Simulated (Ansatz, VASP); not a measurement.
Ca in VASP and in Ansatz

```
Ca
1.0
     0.00000    2.22162    2.22162
     2.22162    0.00000    2.22162
     2.22162    2.22162    0.00000
Ca
1
Direct
  0.00000 0.00000 0.00000
```

Change from the starting cell: volume scaled by 0.52, LAPW.

Alike in both runs: task single point; functional PBE; k mesh 12 × 12 × 12; occupations fermi-dirac, width 0.08 eV; no spin polarisation.

```csv
,VASP,Ansatz
version,VASP 6.6.1,Ansatz 0.2.0
potentials or method,"VASP PAW PBE potentials, release 64 (Ca_sv), cutoff 520 eV","all-electron LAPW, scalar-relativistic"
```

Ansatz gave:

```
pressure (GPa) : 30.3
```

What did VASP give for the same quantities?

Pressure (GPa): 30.4.

Both programs put the cell under a high pressure, so it lies far from rest at this level. Ansatz ran all-electron here, and VASP with PAW potentials.
